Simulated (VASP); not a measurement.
# Cd2As in VASP: single point with PBE

Aim: the single point of Cd2As with PBE.

Everything below comes from runs of VASP 6.6.1. Logs are shortened: lines on timing, memory, paths and dates and some standing lists are left out, and cuts for length are marked.

## (1) The cell of the first run

The typed cell holds 6 atoms: a = 4.527 Å, b = 4.527 Å, c = 7.389 Å, α = 90.00°, β = 90.00°, γ = 90.00°.

## (2) Single point, PBE

Input file INCAR:

```
SYSTEM = Cd2As
PREC = Accurate
ENCUT = 520
EDIFF = 1E-6
ISMEAR = 0
SIGMA = 0.1
LREAL = .False.
LASPH = .True.
NELM = 100
ALGO = Fast
ISIF = 2
LWAVE = .False.
LCHARG = .False.
GGA = PE
NBANDS = 38
```

Input file KPOINTS:

```
Automatic mesh
0
Gamma
  8 8 6
  0 0 0
```

Input file POSCAR:

```
Cd2As
1.0
    4.5270803134      0.0000000000      0.0000000000
    0.0000000000      4.5270803134      0.0000000000
    0.0000000000      0.0000000000      7.3889428121
Cd As
4 2
Direct
    0.0000000000      0.5000000000      0.2499705921
    0.0000000000      0.5000000000      0.7499705921
    0.5000000000      0.0000000000      0.2500294079
    0.5000000000      0.0000000000      0.7500294079
    0.0000000000      0.0000000000      0.0000000000
    0.5000000000      0.5000000000      0.5000000000
```

Potentials or basis: VASP PAW PBE potentials, release 64 (Cd, As).

Command:

```
$ cat potpaw_PBE.64/Cd/POTCAR potpaw_PBE.64/As/POTCAR > POTCAR
$ mpirun -np 1 vasp_std > vasp.out
```

OUTCAR:

```text
SYSTEM = Cd2As
   PREC = Accurate
   ENCUT = 520
   EDIFF = 1E-6
   ISMEAR = 0
   LREAL = .False.
   LASPH = .True.
   NELM = 100
   ISIF = 2
   GGA = PE

 ion  position               nearest neighbor table
   1  0.000  0.500  0.250-   5 2.92   5 2.92   6 2.92   6 2.92   3 3.20   3 3.20   3 3.20   3 3.20
                             2 3.69   2 3.69
   2  0.000  0.500  0.750-   6 2.92   6 2.92   5 2.92   5 2.92   4 3.20   4 3.20   4 3.20   4 3.20
                             1 3.69   1 3.69
   3  0.500  0.000  0.250-   6 2.92   6 2.92   5 2.92   5 2.92   1 3.20   1 3.20   1 3.20   1 3.20
                             4 3.69   4 3.69
   4  0.500  0.000  0.750-   5 2.92   5 2.92   6 2.92   6 2.92   2 3.20   2 3.20   2 3.20   2 3.20
                             3 3.69   3 3.69
   5  0.000  0.000  0.000-   1 2.92   4 2.92   1 2.92   4 2.92   3 2.92   2 2.92   3 2.92   2 2.92

   6  0.500  0.500  0.500-   2 2.92   3 2.92   3 2.92   2 2.92   1 2.92   4 2.92   1 2.92   4 2.92

  LATTYP: Found a simple tetragonal cell.
 ALAT       =     4.5270803134
 C/A-ratio  =     1.6321651706

  Lattice vectors:

 A1 = (   4.5270803134,   0.0000000000,   0.0000000000)
 A2 = (   0.0000000000,   4.5270803134,   0.0000000000)
 A3 = (   0.0000000000,   0.0000000000,   7.3889428121)

Analysis of symmetry for initial positions (statically):
=====================================================================
 Subroutine PRICEL returns:
 Original cell was already a primitive cell.

 Routine SETGRP: Setting up the symmetry group for a
 simple tetragonal supercell.

 Subroutine GETGRP returns: Found 16 space group operations
 (whereof  8 operations were pure point group operations)
 out of a pool of 16 trial point group operations.

The static configuration has the point symmetry D_2d.
 The point group associated with its full space group is D_4h.

Analysis of symmetry for dynamics (positions and initial velocities):
=====================================================================
 Subroutine PRICEL returns:
 Original cell was already a primitive cell.

 Routine SETGRP: Setting up the symmetry group for a
 simple tetragonal supercell.

 Subroutine GETGRP returns: Found 16 space group operations
 (whereof  8 operations were pure point group operations)
 out of a pool of 16 trial point group operations.

The dynamic configuration has the point symmetry D_2d.
 The point group associated with its full space group is D_4h.

[... 109 lines left out ...]
   NSW    =      0    number of steps for IOM
   IBRION =     -1    ionic relax: 0-MD 1-quasi-New 2-CG
   NFREE  =      0    steps in history (QN), initial steepest desc. (CG)
   ISIF   =      2    stress and relaxation
   ISYM   =      2    0-nonsym 1-usesym 2-fastsym
   POTIM  = 0.5000    time-step for ionic-motion
   TEBEG  =    0.0;   TEEND  =   0.0 temperature during run
   PSTRESS=    0.0 pullay stress
   NELECT =      58.0000    total number of electrons
   NUPDOWN=      -1.0000    fix difference up-down
   EMIN   =  10.00;   EMAX   =-10.00  energy-range for DOS
   EFERMI =   0.00;   METHOD = LEGACY
   ISMEAR =     0;   SIGMA  =   0.10  broadening in eV -4-tet -1-fermi 0-gaus
   EFERMI_NEDOS =   21; number of points for ismear=-14 and -15
   IALGO  =     68    algorithm
   IMIX   =      4    mixing-type and parameters
     AMIX     =   0.40;   BMIX     =  1.00
     AMIX_MAG =   1.60;   BMIX_MAG =  1.00
  volume/ion in A,a.u.               =      25.24       170.32
  Fermi-wavevector in a.u.,A,eV,Ry     =   1.188898  2.246691 19.231542  1.413478
  Thomas-Fermi vector in A             =   2.325017
   LORBIT       =      0    0 simple, 1 ext, 2 COOP (PROOUT), +10 PAW based schemes
   GGA     = PE    functional components
   LHFCALC =     F    Hartree Fock is set to
   AEXX    =    0.0000 exact exchange contribution
   IVDW    =     0    specifies the selected vdW correction
   LEPSILON=     F    determine dielectric tensor
   LRPA    =     F    only Hartree local field effects (RPA)
 non-spin polarized calculation
 RMM-DIIS sequential band-by-band and
 Gauss-broadening in eV      SIGMA  =   0.10
  energy-cutoff  :      520.00
  volume of cell :      151.43
 maximum number of plane-waves:      4128
 NGX is ok and might be reduce to    36
   NGX = 17   NGY = 17   NGZ = 27

 number of electron      58.0000022 magnetization

 Free energy of the ion-electron system (eV)
  ---------------------------------------------------
  ext. energy  EPLUGINS =         0.00000000
  ---------------------------------------------------
  free energy    TOTEN  =       -12.14366139 eV

  energy without entropy =      -12.12572243  energy(sigma->0) =      -12.13469191

 E-fermi :   2.5684     XC(G=0):  -9.7561

 val. band max:        2.5538325374   @ k =   0.3750   0.1250   0.1667
 cond. band min:       2.5741833805   @ k =   0.0000   0.0000   0.3333
 fundamental gap:      0.0203508431
 Fermi energy:         2.5683550653

 k-point     1 :       0.0000    0.0000    0.0000
  band No.  band energies     occupation
      1      -9.0534      2.00000
      2      -8.5993      2.00000
      3      -6.7212      2.00000
      4      -6.7106      2.00000
      5      -6.6930      2.00000
      6      -6.5406      2.00000
[... 973 lines left out ...]
     37       8.2816      0.00000
     38       8.2816      0.00000

 [... further k-points ...]

------------------------ aborting loop because EDIFF is reached ----------------------------------------

  FORCE on cell =-STRESS in cart. coord.  units (eV):
  Direction    XX          YY          ZZ          XY          YZ          ZX
  --------------------------------------------------------------------------------------
  -------------------------------------------------------------------------------------
  Total        0.2418024      0.2418024      0.2664487      0.0000000      0.0000000      0.0000000
  in kB        2.5583061      2.5583061      2.8190675      0.0000000      0.0000000      0.0000000
  external PRESSURE =       2.6452266 kB  Pullay stress =       0.0000000 kB

 VOLUME and BASIS-vectors are now :
 -----------------------------------------------------------------------------
  energy-cutoff  :      520.00
  volume of cell :      151.43
      direct lattice vectors                 reciprocal lattice vectors
     4.527080313  0.000000000  0.000000000     0.220892922  0.000000000  0.000000000
     0.000000000  4.527080313  0.000000000     0.000000000  0.220892922  0.000000000
     0.000000000  0.000000000  7.388942812     0.000000000  0.000000000  0.135337358

 POSITION                                       TOTAL-FORCE (eV/Angst)
 -----------------------------------------------------------------------------------
      0.00000      2.26354      1.84702        -0.000000      0.000000      0.000127
      0.00000      2.26354      5.54149         0.000000     -0.000000      0.000127
      2.26354      0.00000      1.84745        -0.000000      0.000000     -0.000127
      2.26354      0.00000      5.54192        -0.000000      0.000000     -0.000127
      0.00000      0.00000      0.00000        -0.000000     -0.000000      0.000000
      2.26354      2.26354      3.69447        -0.000000      0.000000      0.000000
 -----------------------------------------------------------------------------------
    total drift:                                0.000000     -0.000000      0.000000

  FREE ENERGIE OF THE ION-ELECTRON SYSTEM (eV)
  ---------------------------------------------------
  free  energy   TOTEN  =       -12.1436613871 eV

  energy  without entropy=      -12.1257224252  energy(sigma->0) =      -12.13469191
```

OSZICAR:

```text
N       E                     dE             d eps       ncg     rms          rms(c)
DAV:   1     0.405972341954E+03    0.40597E+03   -0.28765E+04  4560   0.143E+03
DAV:   2     0.439418244509E+01   -0.40158E+03   -0.38939E+03  4940   0.366E+02
DAV:   3    -0.129276416483E+02   -0.17322E+02   -0.17114E+02  5290   0.773E+01
DAV:   4    -0.130653591870E+02   -0.13772E+00   -0.13758E+00  4866   0.575E+00
DAV:   5    -0.130661294958E+02   -0.77031E-03   -0.77028E-03  5078   0.402E-01    0.730E+00
RMM:   6    -0.121709306326E+02    0.89520E+00   -0.18179E+00  4560   0.640E+00    0.618E+00
RMM:   7    -0.121459276803E+02    0.25003E-01   -0.27026E-01  4668   0.186E+00    0.279E+00
RMM:   8    -0.121431991587E+02    0.27285E-02   -0.12790E-02  4824   0.756E-01    0.680E-01
RMM:   9    -0.121435269154E+02   -0.32776E-03   -0.27365E-03  4980   0.302E-01    0.115E-01
RMM:  10    -0.121436438167E+02   -0.11690E-03   -0.27750E-04  5007   0.790E-02    0.960E-02
RMM:  11    -0.121436606105E+02   -0.16794E-04   -0.88219E-05  4941   0.647E-02    0.484E-03
RMM:  12    -0.121436613871E+02   -0.77660E-06   -0.88293E-06  4351   0.158E-02
   1 F= -.12143661E+02 E0= -.12134692E+02  d E =-.179390E-01
```

Run time: 2 min. Hardware: 1 thread of AMD EPYC 9R45 (Zen 5), shared host; peak memory 0.4 GiB.

Results:

| Property | Result |
| --- | --- |
| Free energy | -12.1437 eV |
| Pressure | 0.3 GPa |
| Band gap on the k mesh | zero (bands 29 and 30 overlap by 2.69 eV) |
